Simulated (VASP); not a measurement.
Here is a VASP 6.6.1 calculation.

Contents of INCAR:

```
SYSTEM = BaTiO3
PREC = Accurate ; ENCUT = 520
EDIFF = 1E-7 ; ISMEAR = -1
SIGMA = 0.02 ; LREAL = .False.
LASPH = .True. ; NELM = 100
ALGO = Normal ; ISIF = 2
LWAVE = .False. ; LCHARG = .False.
GGA = PE ; NBANDS = 28
```

KPOINTS

```
Automatic mesh
0
Gamma
  8 8 8
  0 0 0
```

The input POSCAR:

```
BaTiO3
1.0
    3.9998000000      0.0000000000      0.0000000000
    0.0000000000      3.9998000000      0.0000000000
    0.0000000000      0.0000000000      4.0983600000
Ba Ti O
1 1 3
Direct
    0.0000000000      0.0000000000     -0.0074425626
    0.5000000000      0.5000000000      0.4757136112
    0.5000000000      0.5000000000      0.0296350487
    0.5000000000      0.0000000000      0.5150469514
    0.0000000000      0.5000000000      0.5150469514
```

Potentials or basis: VASP PAW PBE potentials, release 64 (Ba_sv, Ti_sv, O).

The run is started by

```bash
$ cat potpaw_PBE.64/Ba_sv/POTCAR potpaw_PBE.64/Ti_sv/POTCAR potpaw_PBE.64/O/POTCAR > POTCAR
$ mpirun -np 1 vasp_std > vasp.out
```

Problem. Estimate the pressure.

Solution. 2.8 GPa.

Problem. What does it give for the largest force?

Solution. 0.077 eV/Å.

Problem. Estimate the band gap on the k mesh.

Solution. 1.78 eV, indirect (least direct gap 2.25 eV).

Forces on the atoms (eV/Å):
```
Ba   0.000  0.000  0.036
Ti   0.000  0.000  0.077
O    0.000  0.000 -0.076
O    0.000  0.000 -0.018
O    0.000  0.000 -0.018
```

Caveat: the cell differs from its parent crystal (z stretched by +2 %, then relaxed in part); spin-orbit coupling is left out, which moves the levels of the heavy elements. A k mesh can miss the band edges.
